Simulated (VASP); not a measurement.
# SiC (P6_3mc) in VASP: single point with PBE

Aim: the single point of SiC with PBE.

All numbers are computed with VASP 6.6.1; they aren't measurements. Logs are shortened: lines on timing, memory, paths and dates and some standing lists are left out, and cuts for length are marked.

## 1. The cell of the first run

Symmetry: P6_3mc, No. 186, hexagonal system. The conventional cell has a = 3.095 Å, b = 3.095 Å, c = 15.186 Å, α = 90.00°, β = 90.00°, γ = 120.00°. Si (site symmetry 3m) has 4 C at 1.90 Å within 2.5 Å. Within 2.5 Å of Si (site symmetry 3m) lie 4 C at 1.89 to 1.90 Å. Within 2.5 Å of Si (site symmetry 3m) lie 4 C at 1.89 to 1.90 Å. C (site symmetry 3m) has 4 Si at 1.89 to 1.90 Å within 2.5 Å. C (site symmetry 3m) has 4 Si at 1.90 Å within 2.5 Å. C (site symmetry 3m) has 4 Si at 1.89 to 1.90 Å within 2.5 Å.

## 2. Single point, PBE

File INCAR:

```
SYSTEM = SiC
ALGO = Normal ; EDIFF = 1E-6
ENCUT = 600 ; GGA = PE
GGA_COMPAT = .False. ; ISIF = 2
ISMEAR = 0 ; LASPH = .True.
LCHARG = .False. ; LREAL = .False.
LWAVE = .False. ; NBANDS = 36
NELM = 120 ; PREC = Accurate
SIGMA = 0.02
```

File KPOINTS:

```
k-points
0
Gamma
  12 12 2
  0 0 0
```

File POSCAR:

```
SiC
1.0
    3.0949980733      0.0000000000      0.0000000000
   -1.5474990366      2.6803469561      0.0000000000
    0.0000000000      0.0000000000     15.1864399651
Si C
6 6
Direct
    0.0000000000      0.0000000000      0.1250399221
    0.0000000000      0.0000000000      0.6250399221
    0.3333333333      0.6666666667      0.2918177992
    0.6666666667      0.3333333333      0.7918177992
    0.3333333333      0.6666666667      0.9583095063
    0.6666666667      0.3333333333      0.4583095063
    0.0000000000      0.0000000000     -0.0003123163
    0.0000000000      0.0000000000      0.4996876837
    0.3333333333      0.6666666667      0.1668296831
    0.6666666667      0.3333333333      0.6668296831
    0.3333333333      0.6666666667      0.8333154055
    0.6666666667      0.3333333333      0.3333154055
```

Potentials or basis: VASP PAW PBE potentials, release 64 (Si, C).

Command:

```console
$ cat potpaw_PBE.64/Si/POTCAR potpaw_PBE.64/C/POTCAR > POTCAR
$ mpirun -np 1 vasp_std > vasp.out
```

OUTCAR:

```text
SYSTEM = SiC
   EDIFF = 1E-6
   ENCUT = 600
   GGA = PE
   ISIF = 2
   ISMEAR = 0
   LASPH = .True.
   LREAL = .False.
   NELM = 120
   PREC = Accurate

 ion  position               nearest neighbor table
   1  0.000  0.000  0.125-   9 1.90   9 1.90   9 1.90   7 1.90   5 3.10   5 3.10   5 3.10   3 3.10
                             3 3.10   3 3.10
   2  0.000  0.000  0.625-  10 1.90  10 1.90  10 1.90   8 1.90   6 3.10   6 3.10   6 3.10   4 3.10
                             4 3.10   4 3.10
   3  0.333  0.667  0.292-  12 1.89  12 1.89  12 1.89   9 1.90   6 3.10   6 3.10   6 3.10   1 3.10
                             1 3.10   1 3.10
   4  0.667  0.333  0.792-  11 1.89  11 1.89  11 1.89  10 1.90   5 3.10   5 3.10   5 3.10   2 3.10
                             2 3.10   2 3.10
   5  0.333  0.667  0.958-   7 1.89   7 1.89   7 1.89  11 1.90   4 3.10   4 3.10   4 3.10   1 3.10
                             1 3.10   1 3.10
   6  0.667  0.333  0.458-   8 1.89   8 1.89   8 1.89  12 1.90   3 3.10   3 3.10   3 3.10   2 3.10
                             2 3.10   2 3.10
   7  0.000  0.000  1.000-   5 1.89   5 1.89   5 1.89   1 1.90
   8  0.000  0.000  0.500-   6 1.89   6 1.89   6 1.89   2 1.90
   9  0.333  0.667  0.167-   1 1.90   1 1.90   1 1.90   3 1.90
  10  0.667  0.333  0.667-   2 1.90   2 1.90   2 1.90   4 1.90
  11  0.333  0.667  0.833-   4 1.89   4 1.89   4 1.89   5 1.90
  12  0.667  0.333  0.333-   3 1.89   3 1.89   3 1.89   6 1.90

  LATTYP: Found a hexagonal cell.
 ALAT       =     3.0949980733
 C/A-ratio  =     4.9067687945

  Lattice vectors:

 A1 = (   3.0949980733,   0.0000000000,   0.0000000000)
 A2 = (  -1.5474990366,   2.6803469561,   0.0000000000)
 A3 = (   0.0000000000,   0.0000000000,  15.1864399651)

Analysis of symmetry for initial positions (statically):
=====================================================================
 Subroutine PRICEL returns:
 Original cell was already a primitive cell.

 Routine SETGRP: Setting up the symmetry group for a
 hexagonal supercell.

 Subroutine GETGRP returns: Found 12 space group operations
 (whereof  6 operations were pure point group operations)
 out of a pool of 24 trial point group operations.

The static configuration has the point symmetry C_3v.
 The point group associated with its full space group is C_6v.

Analysis of symmetry for dynamics (positions and initial velocities):
=====================================================================
 Subroutine PRICEL returns:
 Original cell was already a primitive cell.

 Routine SETGRP: Setting up the symmetry group for a
 hexagonal supercell.

 Subroutine GETGRP returns: Found 12 space group operations
 (whereof  6 operations were pure point group operations)
 out of a pool of 24 trial point group operations.

The dynamic configuration has the point symmetry C_3v.
 The point group associated with its full space group is C_6v.

 Subroutine INISYM returns: Found 12 space group operations
 (whereof  6 operations are pure point group operations),
 and found     1 'primitive' translations

----------------------------------------------------------------------------------------

                                     Primitive cell

  volume of cell :     125.9817

  direct lattice vectors                    reciprocal lattice vectors
     3.094998073  0.000000000  0.000000000     0.323101978  0.186543014  0.000000000
    -1.547499037  2.680346956  0.000000000     0.000000000  0.373086028  0.000000000
     0.000000000  0.000000000 15.186439965     0.000000000  0.000000000  0.065848217

  length of vectors
     3.094998073  3.094998073 15.186439965     0.373086028  0.373086028  0.065848217

  position of ions in fractional coordinates (direct lattice)
     0.000000000  0.000000000  0.125039922
     0.000000000  0.000000000  0.625039922
     0.333333333  0.666666667  0.291817799
     0.666666667  0.333333333  0.791817799
     0.333333333  0.666666667  0.958309506
     0.666666667  0.333333333  0.458309506
     0.000000000  0.000000000  0.999687684
     0.000000000  0.000000000  0.499687684
     0.333333333  0.666666667  0.166829683
     0.666666667  0.333333333  0.666829683
     0.333333333  0.666666667  0.833315406
     0.666666667  0.333333333  0.333315406

  ion indices of the primitive-cell ions
   primitive index   ion index
                 1           1
                 2           2
                 3           3
                 4           4
                 5           5
                 6           6
                 7           7
                 8           8
                 9           9
                10          10
                11          11
                12          12

----------------------------------------------------------------------------------------

 KPOINTS: k-points

Automatic generation of k-mesh.
 Grid dimensions read from file:
 generate k-points for:   12   12    2

 Generating k-lattice:

  Cartesian coordinates                     Fractional coordinates (reciprocal lattice)
     0.026925165  0.015545251  0.000000000     0.083333333  0.000000000  0.000000000
     0.000000000  0.031090502  0.000000000     0.000000000  0.083333333  0.000000000
     0.000000000  0.000000000  0.032924109     0.000000000  0.000000000  0.500000000

  Length of vectors
     0.031090502  0.031090502  0.032924109

  Shift w.r.t. Gamma in fractional coordinates (k-lattice)
     0.000000000  0.000000000  0.000000000

 Subroutine IBZKPT returns following result:
 ===========================================

 Found     38 irreducible k-points:

 Following reciprocal coordinates:
            Coordinates               Weight
  0.000000  0.000000  0.000000      1.000000
  0.083333  0.000000  0.000000      6.000000
  0.166667  0.000000  0.000000      6.000000
  0.250000 -0.000000  0.000000      6.000000
  0.333333  0.000000  0.000000      6.000000
  0.416667 -0.000000  0.000000      6.000000
[... 16 lines left out ...]
  0.250000 -0.000000  0.500000      6.000000
  0.333333  0.000000  0.500000      6.000000
 [... further k-points ...]
   k-points           NKPTS =     38   k-points in BZ     NKDIM =     38   number of bands    NBANDS=     36
   number of dos      NEDOS =    301   number of ions     NIONS =     12
   total plane-waves  NPLWV =  98784
   dimension x,y,z NGX =    28 NGY =   28 NGZ =  126
   dimension x,y,z NGXF=    56 NGYF=   56 NGZF=  252
   ions per type =               6   6
   NGX,Y,Z   is equivalent  to a cutoff of  15.04, 15.04, 13.79 a.u.
   NGXF,Y,Z  is equivalent  to a cutoff of  30.08, 30.08, 27.59 a.u.
 SYSTEM =  SiC
   PREC   = accura    normal or accurate (medium, high low for compatibility)
   ISTART =      0    job   : 0-new  1-cont  2-samecut
   ICHARG =      2    charge: 1-file 2-atom 10-const
   ISPIN  =      1    spin polarized calculation?
   LNONCOLLINEAR =      F non collinear calculations
   LSORBIT =      F    spin-orbit coupling
   LASPH  =      T    aspherical Exc in radial PAW
   ENCUT  =  600.0 eV  44.10 Ry    6.64 a.u.   6.18  6.18 30.33*2*pi/ulx,y,z
   NELM   =    120;   NELMIN=  2; NELMDL= -5     # of ELM steps
   EDIFF  = 0.1E-05   stopping-criterion for ELM
   LREAL  =      F    real-space projection
   EDIFFG = 0.1E-04   stopping-criterion for IOM
   NSW    =      0    number of steps for IOM
   IBRION =     -1    ionic relax: 0-MD 1-quasi-New 2-CG
   NFREE  =      0    steps in history (QN), initial steepest desc. (CG)
   ISIF   =      2    stress and relaxation
   ISYM   =      2    0-nonsym 1-usesym 2-fastsym
   POTIM  = 0.5000    time-step for ionic-motion
   TEBEG  =    0.0;   TEEND  =   0.0 temperature during run
   PSTRESS=    0.0 pullay stress
   NELECT =      48.0000    total number of electrons
   NUPDOWN=      -1.0000    fix difference up-down
   EMIN   =  10.00;   EMAX   =-10.00  energy-range for DOS
   EFERMI =   0.00;   METHOD = LEGACY
   ISMEAR =     0;   SIGMA  =   0.02  broadening in eV -4-tet -1-fermi 0-gaus
   EFERMI_NEDOS =   21; number of points for ismear=-14 and -15
   IALGO  =     38    algorithm
   IMIX   =      4    mixing-type and parameters
     AMIX     =   0.40;   BMIX     =  1.00
     AMIX_MAG =   1.60;   BMIX_MAG =  1.00
  volume/ion in A,a.u.               =      10.50        70.85
  Fermi-wavevector in a.u.,A,eV,Ry     =   1.186823  2.242771 19.164485  1.408550
  Thomas-Fermi vector in A             =   2.322988
   LORBIT       =      0    0 simple, 1 ext, 2 COOP (PROOUT), +10 PAW based schemes
   GGA     = PE    functional components
   LHFCALC =     F    Hartree Fock is set to
   AEXX    =    0.0000 exact exchange contribution
   IVDW    =     0    specifies the selected vdW correction
   LEPSILON=     F    determine dielectric tensor
   LRPA    =     F    only Hartree local field effects (RPA)
 non-spin polarized calculation
 Gauss-broadening in eV      SIGMA  =   0.02
  energy-cutoff  :      600.00
  volume of cell :      125.98
 maximum number of plane-waves:      4232
 NGX is ok and might be reduce to    28
   NGX = 13   NGY = 13   NGZ = 61

 number of electron      47.9999999 magnetization

 Free energy of the ion-electron system (eV)
  ---------------------------------------------------
  ext. energy  EPLUGINS =         0.00000000
  ---------------------------------------------------
  free energy    TOTEN  =       -90.38195717 eV

  energy without entropy =      -90.38195717  energy(sigma->0) =      -90.38195717

 E-fermi :   8.1441     XC(G=0): -11.2906

 val. band max:        7.9880476533   @ k =   0.0000   0.0000   0.0000
 cond. band min:      10.0178048153   @ k =   0.5000  -0.0000   0.0000
 fundamental gap:      2.0297571620
 Fermi energy:         8.1440500496

 k-point     1 :       0.0000    0.0000    0.0000
  band No.  band energies     occupation
      1      -7.3528      2.00000
      2      -6.8373      2.00000
      3      -6.8024      2.00000
      4      -5.3274      2.00000
      5      -5.2990      2.00000
      6      -3.8409      2.00000
[... 925 lines left out ...]
     35      15.8188      0.00000
     36      15.8188      0.00000

 [... further k-points ...]

------------------------ aborting loop because EDIFF is reached ----------------------------------------

  FORCE on cell =-STRESS in cart. coord.  units (eV):
  Direction    XX          YY          ZZ          XY          YZ          ZX
  --------------------------------------------------------------------------------------
  -------------------------------------------------------------------------------------
  Total       -0.1458525     -0.1458525     -0.1394941     -0.0000000      0.0000000      0.0000000
  in kB       -1.8548855     -1.8548855     -1.7740218     -0.0000000      0.0000000      0.0000000
  external PRESSURE =      -1.8279309 kB  Pullay stress =       0.0000000 kB

 VOLUME and BASIS-vectors are now :
 -----------------------------------------------------------------------------
  energy-cutoff  :      600.00
  volume of cell :      125.98
      direct lattice vectors                 reciprocal lattice vectors
     3.094998073  0.000000000  0.000000000     0.323101978  0.186543014  0.000000000
    -1.547499037  2.680346956  0.000000000     0.000000000  0.373086028  0.000000000
     0.000000000  0.000000000 15.186439965     0.000000000  0.000000000  0.065848217

 POSITION                                       TOTAL-FORCE (eV/Angst)
 -----------------------------------------------------------------------------------
      0.00000      0.00000      1.89891        -0.000000      0.000000      0.001323
      0.00000      0.00000      9.49213         0.000000     -0.000000      0.001323
     -0.00000      1.78690      4.43167        -0.000000      0.000000     -0.000467
      1.54750      0.89345     12.02489         0.000000     -0.000000     -0.000467
     -0.00000      1.78690     14.55331         0.000000      0.000000     -0.000806
      1.54750      0.89345      6.96009        -0.000000     -0.000000     -0.000806
      0.00000      0.00000     15.18170         0.000000      0.000000     -0.000158
      0.00000      0.00000      7.58848        -0.000000      0.000000     -0.000158
     -0.00000      1.78690      2.53355         0.000000      0.000000      0.000159
      1.54750      0.89345     10.12677        -0.000000      0.000000      0.000159
     -0.00000      1.78690     12.65509         0.000000     -0.000000     -0.000051
      1.54750      0.89345      5.06187        -0.000000      0.000000     -0.000051
 -----------------------------------------------------------------------------------
    total drift:                                0.000000      0.000000     -0.000700

  FREE ENERGIE OF THE ION-ELECTRON SYSTEM (eV)
  ---------------------------------------------------
  free  energy   TOTEN  =       -90.3819571744 eV

  energy  without entropy=      -90.3819571744  energy(sigma->0) =      -90.38195717
```

Run time: 6.5 min. Hardware: 1 thread of Oxide Virtual Turin-like, shared host; peak memory 0.33 GiB.

What came out:

```yaml
Free_energy: -90.3820 eV
Pressure: -0.2 GPa
Band_gap_on_the_k_mesh: 2.03 eV (least direct gap 3.13 eV)
```

Levels at points of the mesh, in eV from the valence-band top:
| k point | band 20 | band 21 | band 22 | band 23 | band 24 | band 25 | band 26 | band 27 | band 28 | band 29 |
| --- | --- | --- | --- | --- | --- | --- | --- | --- | --- | --- |
| (0.00, 0.00, 0.00) | -0.30 | -0.30 | -0.04 | 0.00 | 0.00 | 5.05 | 5.22 | 5.63 | 6.14 | 6.14 |
| (0.50, 0.00, 0.00) | -2.24 | -1.80 | -1.77 | -1.65 | -1.10 | 2.03 | 2.21 | 3.19 | 3.87 | 4.55 |
| (0.00, 0.00, 0.50) | -0.63 | -0.10 | -0.10 | -0.10 | -0.10 | 5.12 | 5.12 | 5.86 | 5.86 | 6.50 |
| (0.50, 0.00, 0.50) | -2.33 | -1.70 | -1.70 | -1.30 | -1.30 | 2.07 | 2.07 | 3.41 | 3.41 | 4.75 |

A k mesh can miss the band edges. PBE gaps usually lie below the measured ones, often by a third to a half.
